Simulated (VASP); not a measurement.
The system is Rh.

```
Rh
1.0
     0.00000    1.87220    1.87220
     1.87220    0.00000    1.87220
     1.87220    1.87220    0.00000
Rh
1
Direct
  0.00000 0.00000 0.00000
```

Program: VASP 6.6.1. Alike in all runs: task single point; cell as given; k mesh 12 × 12 × 12.

Order these runs on this cell by their pressure, lowest first.
A. level LDA; potentials or basis VASP PAW LDA potentials, release 64 (Rh_pv); spin off; cutoff (eV) 520; smearing fermi-dirac 0.05 eV
B. level revPBE; potentials or basis VASP PAW PBE potentials, release 64 (Rh_pv); spin off; cutoff (eV) 520; smearing fermi-dirac 0.05 eV
C. level RPBE; potentials or basis VASP PAW PBE potentials, release 64 (Rh_pv); spin non-collinear, zero start, SOC; cutoff (eV) 520; smearing fermi-dirac 0.1 eV
D. level r2SCAN; potentials or basis VASP PAW PBE potentials, release 64 (Rh_pv); spin off; cutoff (eV) 520; smearing fermi-dirac 0.05 eV
E. level PBE; potentials or basis VASP PAW PBE potentials, release 64 (Rh_pv); spin off; cutoff (eV) 500; smearing fermi-dirac 0.05 eV

A (3.2 GPa), D (15.3 GPa), E (20.9 GPa), B (24.3 GPa), C (26.5 GPa).

Caveats: the PAW data sets were made with another functional, which shifts forces and pressure a little (some runs).
